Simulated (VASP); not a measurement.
# BaH2 (P6_3/mmc) in VASP: a series of runs

BaH2 is run at these levels: PBEsol; tasks: single point.

Everything below comes from runs of VASP 6.6.1. Logs are shortened: lines on timing, memory, paths and dates and some standing lists are left out, and cuts for length are marked.

## (1) The cell of the first run

It takes space group P6_3/mmc (No. 194, hexagonal). The conventional cell has a = 4.282 Å, b = 4.282 Å, c = 5.511 Å, α = 90.00°, β = 90.00°, γ = 120.00°. Ba (site symmetry -6m2) has 11 H at 2.47 to 2.83 Å within 3.3 Å. H (site symmetry -6m2) has 5 Ba at 2.47 to 2.76 Å and 6 H at 2.83 Å within 3.3 Å. Within 3.6 Å of H (site symmetry -3m) lie 8 H at 2.76 to 2.83 Å and 6 Ba at 2.83 Å.

## (2) Single point, PBEsol

INCAR

```
ALGO = Normal ; EDIFF = 1E-6
ENCUT = 500 ; GGA = PS
GGA_COMPAT = False ; ISIF = 2
ISMEAR = 0 ; LASPH = True
LCHARG = False ; LREAL = False
LWAVE = False ; NBANDS = 21
NELM = 120 ; PREC = Accurate
SIGMA = 0.02
```

KPOINTS

```
k-points
0
Gamma
  9 9 6
```

POSCAR

```
BaH2
1.0
    4.2817864172      0.0000000000      0.0000000000
   -2.1408932086      3.7081358108      0.0000000000
    0.0000000000      0.0000000000      5.5110353511
Ba H
2 4
Direct
    0.6666666667      0.3333333333      0.7500000000
    0.3333333333      0.6666666667      0.2500000000
    0.3333333333      0.6666666667      0.7500000000
    0.6666666667      0.3333333333      0.2500000000
    0.0000000000      0.0000000000      0.5000000000
    0.0000000000      0.0000000000      0.0000000000
```

Potentials or basis: VASP PAW PBE potentials, release 64 (Ba_sv, H).

The run is started by

```bash
cat potpaw_PBE.64/Ba_sv/POTCAR potpaw_PBE.64/H/POTCAR > POTCAR
mpirun -np 1 vasp_std > vasp.out
```

OUTCAR:

```text
EDIFF = 1E-6
   ENCUT = 500
   GGA = PS
   ISIF = 2
   ISMEAR = 0
   LASPH = True
   LREAL = False
   NELM = 120
   PREC = Accurate

 ion  position               nearest neighbor table
   1  0.667  0.333  0.750-   3 2.47   3 2.47   3 2.47   4 2.76   4 2.76   2 3.70   2 3.70   2 3.70
                             2 3.70   2 3.70   2 3.70
   2  0.333  0.667  0.250-   4 2.47   4 2.47   4 2.47   3 2.76   3 2.76   1 3.70   1 3.70   1 3.70
                             1 3.70   1 3.70   1 3.70
   3  0.333  0.667  0.750-   1 2.47   1 2.47   1 2.47   2 2.76   2 2.76
   4  0.667  0.333  0.250-   2 2.47   2 2.47   2 2.47   1 2.76   1 2.76
   5  0.000  0.000  0.500-
   6  0.000  0.000  0.000-

  LATTYP: Found a hexagonal cell.
 ALAT       =     4.2817864172
 C/A-ratio  =     1.2870878680

  Lattice vectors:

 A1 = (   4.2817864172,   0.0000000000,   0.0000000000)
 A2 = (  -2.1408932086,   3.7081358108,   0.0000000000)
 A3 = (   0.0000000000,   0.0000000000,   5.5110353511)

Analysis of symmetry for initial positions (statically):
=====================================================================
 Subroutine PRICEL returns:
 Original cell was already a primitive cell.

 Routine SETGRP: Setting up the symmetry group for a
 hexagonal supercell.

 Subroutine GETGRP returns: Found 24 space group operations
 (whereof 12 operations were pure point group operations)
 out of a pool of 24 trial point group operations.

The static configuration has the point symmetry D_3d.
 The point group associated with its full space group is D_6h.

Analysis of symmetry for dynamics (positions and initial velocities):
=====================================================================
 Subroutine PRICEL returns:
 Original cell was already a primitive cell.

 Routine SETGRP: Setting up the symmetry group for a
 hexagonal supercell.

 Subroutine GETGRP returns: Found 24 space group operations
 (whereof 12 operations were pure point group operations)
 out of a pool of 24 trial point group operations.

The dynamic configuration has the point symmetry D_3d.
 The point group associated with its full space group is D_6h.

 Subroutine INISYM returns: Found 24 space group operations
 (whereof 12 operations are pure point group operations),
 and found     1 'primitive' translations

----------------------------------------------------------------------------------------

                                     Primitive cell

  volume of cell :      87.5012

  direct lattice vectors                    reciprocal lattice vectors
     4.281786417  0.000000000  0.000000000     0.233547380  0.134838643  0.000000000
    -2.140893209  3.708135811  0.000000000     0.000000000  0.269677286  0.000000000
     0.000000000  0.000000000  5.511035351     0.000000000  0.000000000  0.181454107

  length of vectors
     4.281786417  4.281786417  5.511035351     0.269677286  0.269677286  0.181454107

  position of ions in fractional coordinates (direct lattice)
     0.666666667  0.333333333  0.750000000
     0.333333333  0.666666667  0.250000000
     0.333333333  0.666666667  0.750000000
     0.666666667  0.333333333  0.250000000
     0.000000000  0.000000000  0.500000000
     0.000000000  0.000000000  0.000000000

  ion indices of the primitive-cell ions
   primitive index   ion index
                 1           1
                 2           2
                 3           3
                 4           4
                 5           5
                 6           6

----------------------------------------------------------------------------------------

 KPOINTS: k-points

Automatic generation of k-mesh.
 Grid dimensions read from file:
 generate k-points for:    9    9    6

 Generating k-lattice:

  Cartesian coordinates                     Fractional coordinates (reciprocal lattice)
     0.025949709  0.014982071  0.000000000     0.111111111  0.000000000  0.000000000
     0.000000000  0.029964143  0.000000000     0.000000000  0.111111111  0.000000000
     0.000000000  0.000000000  0.030242351     0.000000000  0.000000000  0.166666667

  Length of vectors
     0.029964143  0.029964143  0.030242351

  Shift w.r.t. Gamma in fractional coordinates (k-lattice)
     0.000000000  0.000000000  0.000000000

 Subroutine IBZKPT returns following result:
 ===========================================

 Found     48 irreducible k-points:

 Following reciprocal coordinates:
            Coordinates               Weight
  0.000000  0.000000  0.000000      1.000000
  0.111111 -0.000000  0.000000      6.000000
  0.222222  0.000000  0.000000      6.000000
  0.333333 -0.000000  0.000000      6.000000
  0.444444  0.000000  0.000000      6.000000
  0.111111  0.111111  0.000000      6.000000
[... 16 lines left out ...]
  0.333333  0.222222  0.166667     24.000000
  0.333333  0.333333  0.166667      4.000000
 [... further k-points ...]
   k-points           NKPTS =     48   k-points in BZ     NKDIM =     48   number of bands    NBANDS=     21
   number of dos      NEDOS =    301   number of ions     NIONS =      6
   total plane-waves  NPLWV =  40960
   dimension x,y,z NGX =    32 NGY =   32 NGZ =   40
   dimension x,y,z NGXF=    64 NGYF=   64 NGZF=   80
   ions per type =               2   4
   NGX,Y,Z   is equivalent  to a cutoff of  12.42, 12.42, 12.07 a.u.
   NGXF,Y,Z  is equivalent  to a cutoff of  24.85, 24.85, 24.13 a.u.
 SYSTEM =  unknown system
   PREC   = accura    normal or accurate (medium, high low for compatibility)
   ISTART =      0    job   : 0-new  1-cont  2-samecut
   ICHARG =      2    charge: 1-file 2-atom 10-const
   ISPIN  =      1    spin polarized calculation?
   LNONCOLLINEAR =      F non collinear calculations
   LSORBIT =      F    spin-orbit coupling
   LASPH  =      T    aspherical Exc in radial PAW
   ENCUT  =  500.0 eV  36.75 Ry    6.06 a.u.   7.81  7.81 10.05*2*pi/ulx,y,z
   NELM   =    120;   NELMIN=  2; NELMDL= -5     # of ELM steps
   EDIFF  = 0.1E-05   stopping-criterion for ELM
   LREAL  =      F    real-space projection
   EDIFFG = 0.1E-04   stopping-criterion for IOM
   NSW    =      0    number of steps for IOM
   IBRION =     -1    ionic relax: 0-MD 1-quasi-New 2-CG
   NFREE  =      0    steps in history (QN), initial steepest desc. (CG)
   ISIF   =      2    stress and relaxation
   ISYM   =      2    0-nonsym 1-usesym 2-fastsym
   POTIM  = 0.5000    time-step for ionic-motion
   TEBEG  =    0.0;   TEEND  =   0.0 temperature during run
   PSTRESS=    0.0 pullay stress
   NELECT =      24.0000    total number of electrons
   NUPDOWN=      -1.0000    fix difference up-down
   EMIN   =  10.00;   EMAX   =-10.00  energy-range for DOS
   EFERMI =   0.00;   METHOD = LEGACY
   ISMEAR =     0;   SIGMA  =   0.02  broadening in eV -4-tet -1-fermi 0-gaus
   EFERMI_NEDOS =   21; number of points for ismear=-14 and -15
   IALGO  =     38    algorithm
   IMIX   =      4    mixing-type and parameters
     AMIX     =   0.40;   BMIX     =  1.00
     AMIX_MAG =   1.60;   BMIX_MAG =  1.00
  volume/ion in A,a.u.               =      14.58        98.41
  Fermi-wavevector in a.u.,A,eV,Ry     =   1.063671  2.010047 15.393576  1.131396
  Thomas-Fermi vector in A             =   2.199164
   LORBIT       =      0    0 simple, 1 ext, 2 COOP (PROOUT), +10 PAW based schemes
   GGA     = PS    functional components
   LHFCALC =     F    Hartree Fock is set to
   AEXX    =    0.0000 exact exchange contribution
   IVDW    =     0    specifies the selected vdW correction
   LEPSILON=     F    determine dielectric tensor
   LRPA    =     F    only Hartree local field effects (RPA)
 non-spin polarized calculation
 Gauss-broadening in eV      SIGMA  =   0.02
  energy-cutoff  :      500.00
  volume of cell :       87.50
 maximum number of plane-waves:      2240
 NGX is ok and might be reduce to    32
   NGX = 15   NGY = 15   NGZ = 21

 number of electron      24.0000001 magnetization

 Free energy of the ion-electron system (eV)
  ---------------------------------------------------
  ext. energy  EPLUGINS =         0.00000000
  ---------------------------------------------------
  free energy    TOTEN  =       -20.29836547 eV

  energy without entropy =      -20.29836547  energy(sigma->0) =      -20.29836547

 E-fermi :   1.8992     XC(G=0):  -9.5534

 val. band max:        1.7391792437   @ k =   0.0000   0.0000   0.1667
 cond. band min:       3.4308427811   @ k =   0.3333   0.3333   0.5000
 fundamental gap:      1.6916635374
 Fermi energy:         1.8991808669

 k-point     1 :       0.0000    0.0000    0.0000
  band No.  band energies     occupation
      1     -25.0797      2.00000
      2     -24.6807      2.00000
      3     -11.2642      2.00000
      4     -10.0798      2.00000
      5     -10.0798      2.00000
      6      -9.6009      2.00000
[... 13 lines left out ...]
     20       7.9603      0.00000
     21       7.9603      0.00000

 k-point     2 :       0.1111   -0.0000    0.0000
  band No.  band energies     occupation
      1     -25.0627      2.00000
      2     -24.6847      2.00000
      3     -11.2114      2.00000
      4     -10.1737      2.00000
      5     -10.1195      2.00000
      6      -9.7208      2.00000
[... 13 lines left out ...]
     20       8.3841      0.00000
     21       8.6690      0.00000

 k-point     3 :       0.2222    0.0000    0.0000
  band No.  band energies     occupation
      1     -25.0161      2.00000
      2     -24.6979      2.00000
      3     -11.0618      2.00000
      4     -10.4178      2.00000
      5     -10.2100      2.00000
      6      -9.9757      2.00000
[... 13 lines left out ...]
     20       9.2769      0.00000
     21       9.7354      0.00000
[... 457 lines left out ...]
 k-point    23 :       0.3333    0.2222    0.1667
  band No.  band energies     occupation
      1     -24.8586      2.00000
      2     -24.7801      2.00000
      3     -10.9345      2.00000
      4     -10.7404      2.00000
      5     -10.5646      2.00000
      6     -10.1094      2.00000
[... 13 lines left out ...]
     20       9.1214      0.00000
     21       9.3699      0.00000

 k-point    24 :       0.3333    0.3333    0.1667
  band No.  band energies     occupation
      1     -24.8159      2.00000
      2     -24.8159      2.00000
      3     -10.7738      2.00000
      4     -10.7738      2.00000
      5     -10.7648      2.00000
      6      -9.9524      2.00000
[... 13 lines left out ...]
     20       9.4178      0.00000
     21       9.4178      0.00000

 [... further k-points ...]

------------------------ aborting loop because EDIFF is reached ----------------------------------------

  FORCE on cell =-STRESS in cart. coord.  units (eV):
  Direction    XX          YY          ZZ          XY          YZ          ZX
  --------------------------------------------------------------------------------------
  -------------------------------------------------------------------------------------
  Total        2.8231377      2.8231377      2.8886321     -0.0000000      0.0000000      0.0000000
  in kB       51.6926531     51.6926531     52.8918785     -0.0000000      0.0000000      0.0000000
  external PRESSURE =      52.0923949 kB  Pullay stress =       0.0000000 kB

 VOLUME and BASIS-vectors are now :
 -----------------------------------------------------------------------------
  energy-cutoff  :      500.00
  volume of cell :       87.50
      direct lattice vectors                 reciprocal lattice vectors
     4.281786417  0.000000000  0.000000000     0.233547380  0.134838643  0.000000000
    -2.140893209  3.708135811  0.000000000     0.000000000  0.269677286  0.000000000
     0.000000000  0.000000000  5.511035351     0.000000000  0.000000000  0.181454107

 POSITION                                       TOTAL-FORCE (eV/Angst)
 -----------------------------------------------------------------------------------
      2.14089      1.23605      4.13328         0.000000      0.000000      0.000000
     -0.00000      2.47209      1.37776        -0.000000     -0.000000      0.000000
     -0.00000      2.47209      4.13328         0.000000     -0.000000      0.000000
      2.14089      1.23605      1.37776        -0.000000     -0.000000      0.000000
      0.00000      0.00000      2.75552        -0.000000     -0.000000      0.000000
      0.00000      0.00000      0.00000        -0.000000     -0.000000      0.000000
 -----------------------------------------------------------------------------------
    total drift:                                0.000000     -0.000000      0.000000

  FREE ENERGIE OF THE ION-ELECTRON SYSTEM (eV)
  ---------------------------------------------------
  free  energy   TOTEN  =       -20.2983654690 eV

  energy  without entropy=      -20.2983654690  energy(sigma->0) =      -20.29836547
```

Run time: 1.9 min. Hardware: 1 thread of Intel Xeon 8259CL, shared host; peak memory 0.23 GiB.

What came out:

```yaml
Free_energy: -20.2984 eV
Pressure: 5.2 GPa
Band_gap_on_the_k_mesh: 1.69 eV (least direct gap 2.30 eV)
```

Stress tensor (GPa, compression positive):
```
5.17 0.00 0.00
0.00 5.17 0.00
0.00 0.00 5.29
```

Caveat: the cell stands under pressure; the PAW data sets were made with another functional, which shifts forces and pressure a little; spin-orbit coupling is left out, which moves the levels of the heavy elements; an odd mesh through Γ misses points on the zone boundary, where band edges can lie.

## (3) Single point, PBEsol

This run uses another cell than the first one, of 14.89 Å³/atom.

INCAR

```
SYSTEM = BaH2
ALGO = Normal ; EDIFF = 1E-6
ENCUT = 500 ; GGA = PS
GGA_COMPAT = .FALSE. ; ISIF = 2
ISMEAR = 0 ; LASPH = .TRUE.
LCHARG = .FALSE. ; LREAL = .FALSE.
LWAVE = .FALSE. ; NBANDS = 21
NELM = 120 ; PREC = Accurate
SIGMA = 0.02
```

KPOINTS

```
k-points
0
G
  9 9 6
  0 0 0
```

POSCAR: that of step 2 with these lines changed.

```diff
@@ -2,5 +2,5 @@
 1.0
-    4.2817864172      0.0000000000      0.0000000000
-   -2.1408932086      3.7081358108      0.0000000000
-    0.0000000000      0.0000000000      5.5110353511
+    4.3031153550      0.0000000000      0.0000000000
+   -2.1515576775      3.7266072129      0.0000000000
+    0.0000000000      0.0000000000      5.5710463160
 Ba H
```

Potentials or basis: VASP PAW PBE potentials, release 64 (Ba_sv, H).

The run is started by

```bash
cat potpaw_PBE.64/Ba_sv/POTCAR potpaw_PBE.64/H/POTCAR > POTCAR
mpirun -np 1 vasp_std > vasp.out
```

OUTCAR:

```text
SYSTEM = BaH2
   EDIFF = 1E-6
   ENCUT = 500
   GGA = PS
   ISIF = 2
   ISMEAR = 0
   LASPH = .TRUE.
   LREAL = .FALSE.
   NELM = 120
   PREC = Accurate

 ion  position               nearest neighbor table
   1  0.667  0.333  0.750-   3 2.48   3 2.48   3 2.48   4 2.79   4 2.79   2 3.73   2 3.73   2 3.73
                             2 3.73   2 3.73   2 3.73
   2  0.333  0.667  0.250-   4 2.48   4 2.48   4 2.48   3 2.79   3 2.79   1 3.73   1 3.73   1 3.73
                             1 3.73   1 3.73   1 3.73
   3  0.333  0.667  0.750-   1 2.48   1 2.48   1 2.48   2 2.79   2 2.79
   4  0.667  0.333  0.250-   2 2.48   2 2.48   2 2.48   1 2.79   1 2.79
   5  0.000  0.000  0.500-
   6  0.000  0.000  0.000-

  LATTYP: Found a hexagonal cell.
 ALAT       =     4.3031153550
 C/A-ratio  =     1.2946541880

  Lattice vectors:

 A1 = (   4.3031153550,   0.0000000000,   0.0000000000)
 A2 = (  -2.1515576775,   3.7266072129,   0.0000000000)
 A3 = (   0.0000000000,   0.0000000000,   5.5710463160)

Analysis of symmetry for initial positions (statically):
=====================================================================
 Subroutine PRICEL returns:
[... 179 lines left out ...]

  energy without entropy =      -20.35303126  energy(sigma->0) =      -20.35303126

 E-fermi :   1.8179     XC(G=0):  -9.4675

 val. band max:        1.6581979111   @ k =   0.0000   0.0000   0.1667
 cond. band min:       3.3098782669   @ k =   0.3333   0.3333   0.5000
 fundamental gap:      1.6516803558
 Fermi energy:         1.8179202070

 k-point     1 :       0.0000    0.0000    0.0000
  band No.  band energies     occupation
      1     -25.1919      2.00000
      2     -24.8274      2.00000
      3     -11.3347      2.00000
      4     -10.1960      2.00000
      5     -10.1960      2.00000
      6      -9.7502      2.00000
[... 565 lines left out ...]
     20       9.1664      0.00000
     21       9.1664      0.00000

 [... further k-points ...]
[... 5 lines left out ...]
  --------------------------------------------------------------------------------------
  -------------------------------------------------------------------------------------
  Total        2.2978530      2.2978530      2.3009681      0.0000000      0.0000000     -0.0000000
  in kB       41.2096988     41.2096988     41.2655655      0.0000000      0.0000000     -0.0000000
  external PRESSURE =      41.2283211 kB  Pullay stress =       0.0000000 kB

 VOLUME and BASIS-vectors are now :
 -----------------------------------------------------------------------------
  energy-cutoff  :      500.00
  volume of cell :       89.34
      direct lattice vectors                 reciprocal lattice vectors
     4.303115355  0.000000000  0.000000000     0.232389773  0.134170298  0.000000000
    -2.151557678  3.726607213  0.000000000     0.000000000  0.268340596  0.000000000
     0.000000000  0.000000000  5.571046316     0.000000000  0.000000000  0.179499495

 POSITION                                       TOTAL-FORCE (eV/Angst)
 -----------------------------------------------------------------------------------
      2.15156      1.24220      4.17828        -0.000000     -0.000000     -0.000000
     -0.00000      2.48440      1.39276         0.000000      0.000000      0.000000
     -0.00000      2.48440      4.17828        -0.000000      0.000000     -0.000000
      2.15156      1.24220      1.39276         0.000000      0.000000     -0.000000
      0.00000      0.00000      2.78552         0.000000      0.000000     -0.000000
      0.00000      0.00000      0.00000         0.000000      0.000000     -0.000000
 -----------------------------------------------------------------------------------
    total drift:                               -0.000000      0.000000     -0.000000

  FREE ENERGIE OF THE ION-ELECTRON SYSTEM (eV)
  ---------------------------------------------------
  free  energy   TOTEN  =       -20.3530312648 eV

  energy  without entropy=      -20.3530312648  energy(sigma->0) =      -20.35303126
```

Run time: 1.9 min. Hardware: 1 thread of Intel Xeon 8259CL, shared host; peak memory 0.24 GiB.

What came out:

| Quantity | Value |
| --- | --- |
| Free energy | -20.3530 eV |
| Pressure | 4.1 GPa |
| Band gap on the k mesh | 1.65 eV (least direct gap 2.34 eV) |

Caveat: the cell stands under pressure; the PAW data sets were made with another functional, which shifts forces and pressure a little; spin-orbit coupling is left out, which moves the levels of the heavy elements; an odd mesh through Γ misses points on the zone boundary, where band edges can lie.

(Continued in part 2 of 2.)
